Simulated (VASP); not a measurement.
Here is a VASP 6.6.1 calculation.

The input INCAR:

```
PREC = Accurate ; ENCUT = 600
EDIFF = 1E-6 ; ISMEAR = -1
SIGMA = 0.05 ; LREAL = False
LASPH = True ; NELM = 80
ALGO = Normal ; ISIF = 3
LWAVE = False ; LCHARG = False
GGA = PE ; IBRION = 2
NSW = 60 ; EDIFFG = -0.005
PSTRESS = 250.0
```

KPOINTS

```
Automatic mesh
0
Gamma
  7 7 11
```

The input POSCAR:

```
SnO2
1.0
    4.6858567014      0.0000000000      0.0000000000
    0.0000000000      4.6858567014      0.0000000000
    0.0000000000      0.0000000000      3.0926654229
Sn O
2 4
Direct
    0.0000000000      0.0000000000      0.0000000000
    0.5000000000      0.5000000000      0.5000000000
    0.3050000000      0.3050000000      0.0000000000
    0.6950000000      0.6950000000      0.0000000000
    0.8050000000      0.1950000000      0.5000000000
    0.1950000000      0.8050000000      0.5000000000
```

Potentials or basis: VASP PAW PBE potentials, release 64 (Sn_d, O).

Command:

```bash
$ cat potpaw_PBE.64/Sn_d/POTCAR potpaw_PBE.64/O/POTCAR > POTCAR
$ mpirun -np 1 vasp_std > vasp.out
```

Question: What does it give for the relaxed cell?

Answer: a = 4.615 Å, b = 4.615 Å, c = 3.177 Å, α = 90.00°, β = 90.00°, γ = 90.00°.

Question: Predict the relaxed volume.

Answer: 11.28 Å³/atom.

Question: What does it give for the band gap on the k mesh?

Answer: 1.84 eV, direct.

Question: What does it give for the space group after relaxing (to 0.05 Å)?

Answer: P4_2/mnm (No. 136).

Final structure:
```yaml
crystal:
  lattice:
    - [4.61513, 0.00000, 0.00000]
    - [0.00000, 4.61513, 0.00000]
    - [0.00000, 0.00000, 3.17683]
  atoms:
    - { symbol: Sn, position: [0.00000, 0.00000, 0.00000] }
    - { symbol: Sn, position: [0.50000, 0.50000, 0.50000] }
    - { symbol: O, position: [0.30530, 0.30530, 0.00000] }
    - { symbol: O, position: [0.69470, 0.69470, 0.00000] }
    - { symbol: O, position: [0.80530, 0.19470, 0.50000] }
    - { symbol: O, position: [0.19470, 0.80530, 0.50000] }
```

Caveat: the cell is relaxed towards a set pressure, so the enthalpy falls and the energy may rise; spin-orbit coupling is left out, which moves the levels of the heavy elements. As with any semilocal functional, this PBE gap is likely too small.
